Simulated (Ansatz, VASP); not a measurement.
# BaMgScC6N6: VASP beside Ansatz

```
Ba Mg Sc C N
1.0
     0.00000    5.58980    5.58980
     5.58980    0.00000    5.58980
     5.58980    5.58980    0.00000
Ba Mg Sc C N
1 1 1 6 6
Direct
  0.75000 0.75000 0.75000
  0.00000 0.00000 0.00000
  0.50000 0.50000 0.50000
  0.80024 0.19976 0.19976
  0.19976 0.19976 0.80024
  0.80024 0.19976 0.80024
  0.19976 0.80024 0.80024
  0.80024 0.80024 0.19976
  0.19976 0.80024 0.19976
  0.69505 0.30495 0.30495
  0.30495 0.30495 0.69505
  0.69505 0.30495 0.69505
  0.30495 0.69505 0.69505
  0.69505 0.69505 0.30495
  0.30495 0.69505 0.30495
```

Alike in both runs: functional PBE; k mesh 4 × 4 × 4; occupations gaussian, width 0.1 eV; no spin polarisation.

Ansatz relaxed the structure, and its values are those at the end. VASP's run is a single point on that final structure, the one shown.

```csv
,VASP,Ansatz
version,VASP 6.6.1,Ansatz 0.2.0
potentials or method,"VASP PAW PBE potentials, release 64 (Ba_sv, Mg, Sc_sv, C, N), cutoff 520 eV","scalar-relativistic, plane waves, PAW"
valence electrons in the cell,77,85
```

|  | VASP | Ansatz | Ansatz less VASP |
| --- | --- | --- | --- |
| gap on the k mesh at the Fermi level (eV) | none | none | - |
| pressure (GPa) | 0.5 | 0.2 | -0.40 |
| rms of the force components (eV/Å) | 0.194 | 0.007 | -0.1866 |

A gap of «none» marks a metal or a gap that the smearing closes. One of these differences is far larger than is usual between the two programs; its cause wasn't traced. VASP's potentials hold 77 valence electrons a cell and Ansatz's 85, so a difference there can come from the potentials and not from the codes.

Neither program's run includes spin-orbit coupling. Noted on VASP's run: the standard files for N, O and F lose accuracy on very short bonds.
